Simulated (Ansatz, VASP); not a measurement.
## CdS in VASP and in Ansatz

File INCAR:

```
  ALGO = Normal
  EDIFF = 1E-8
  ENCUT = 520
  GGA = PS
  ISIF = 2
  ISMEAR = -1
  LASPH = T
  LCHARG = F
  LEFG = T
  LREAL = F
  LWAVE = F
  NBANDS = 26
  NELM = 60
  PREC = Accurate
  SIGMA = 0.01
```

The input KPOINTS:

```
k-points
0
Gamma
  7 7 4
```

The input POSCAR:

```
CdS
1.0
    4.0789166881      0.0000000000      0.0000000000
   -2.0394583441      3.5324454719      0.0000000000
    0.0000000000      0.0000000000      6.6577861159
Cd S
2 2
Direct
    0.3333333333      0.6666666667      0.0000000000
    0.6666666667      0.3333333333      0.5000000000
    0.3333333333      0.6666666667      0.3850000000
    0.6666666667      0.3333333333      0.8850000000
```

Input for Ansatz:

```yaml
crystal:
  lattice:
    - [4.0789166881, 0.0, 0.0]
    - [-2.0394583441, 3.5324454719, 0.0]
    - [0.0, 0.0, 6.6577861159]
  atoms:
    - { symbol: Cd, position: [0.3333333333, 0.6666666667, 0.0] }
    - { symbol: Cd, position: [0.6666666667, 0.3333333333, 0.5] }
    - { symbol: S, position: [0.3333333333, 0.6666666667, 0.385] }
    - { symbol: S, position: [0.6666666667, 0.3333333333, 0.885] }
kpoints:
  mp_grid: { grid: [7, 7, 4] }
scf:
  occupations: { method: fermi_dirac, width: 0.01 }
hamiltonian:
  xc: pbesol
  pseudopotentials: { kind: paw }
output:
  forces: true
  stress: true
  eigenvalues: true
  efg: { contact_densities: true }
  write_density: true
  write_potential: true
  elf: true
  volumetric_format: npy
```

Change from the starting cell: volume scaled by 0.96, PAW files.

Alike in both runs: task electric field gradients; functional PBEsol; k mesh 7 × 7 × 4; occupations fermi-dirac, width 0.01 eV; no spin polarisation.

|  | VASP | Ansatz |
| --- | --- | --- |
| version | VASP 6.6.1 | Ansatz 0.2.0 |
| potentials or method | VASP PAW PBE potentials, release 64 (Cd, S) | PAW with Ansatz's default frozen-core files, scalar-relativistic |
| plane-wave cutoff (eV) | 520 | 420 |
| valence electrons in the cell | 36 | 52 |

Ansatz gave:

```
gap on the k mesh at the Fermi level (eV)                     : 1.17
pressure (GPa)                                                : 2.1
traceless stress, the component that is largest in VASP (GPa) : -1.75
rms of the force components (eV/Å)                            : 0.167
size of Vzz on the site where it differs most (V/Å²)          : 32.8
```

**Question.** Estimate VASP's values.

**Answer.** gap on the k mesh at the Fermi level (eV): 1.18; pressure (GPa): 2.5; traceless stress, the component that is largest in VASP (GPa): -1.82; rms of the force components (eV/Å): 0.173; size of Vzz on the site where it differs most (V/Å²): 37.3.

VASP's potentials were made for PBE, not for PBEsol. Atom by atom the forces differ by 0.006 eV/Å (rms over components). VASP's potentials hold 36 valence electrons a cell and Ansatz's 52, so a difference there can come from the potentials and not from the codes.
